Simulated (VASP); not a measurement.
Write the native input for VASP 6.6.1 that does the following.

* Task: single point
* Functional: PBEsol
* Potentials or basis: VASP PAW PBE potentials, release 64 (Li_sv)
* Cutoff: 520 eV
* k mesh: 16 × 16 × 16
* Occupations: fermi-dirac, width 0.05 eV
* Spin: no spin polarisation
* Dipole correction: no
* Further INCAR settings: ALGO = Normal; EDIFF = 1e-07; NBANDS = 8

The structure of Li lies in POSCAR:

```
Li
1.0
    0.0000000000      2.0790529774      2.0790529774
    2.0790529774      0.0000000000      2.0790529774
    2.0790529774      2.0790529774      0.0000000000
Li
1
Direct
    0.0000000000      0.0000000000      0.0000000000
```

This isn't the form of Li at room conditions, which is bcc.

The input as run:

INCAR

```
SYSTEM = Li
ALGO = Normal ; EDIFF = 1E-7
ENCUT = 520 ; GGA = PS
ISIF = 2 ; ISMEAR = -1
LASPH = .True. ; LCHARG = .False.
LREAL = .False. ; LWAVE = .False.
NBANDS = 8 ; NELM = 80
PREC = Accurate ; SIGMA = 0.05
```

KPOINTS

```
k-points
0
Gamma
  16 16 16
  0 0 0
```

Potentials or basis: VASP PAW PBE potentials, release 64 (Li_sv).

Run with:

```bash
$ cat potpaw_PBE.64/Li_sv/POTCAR > POTCAR
$ mpirun -np 1 vasp_std > vasp.out
```

Results of the run:

```
Band gap on the k mesh : zero (an odd number of electrons rules out a gap without spin polarisation)
```

Wall time 18 s on 1 thread of Intel Xeon 8259CL, on a shared host, peak memory 0.14 GiB.
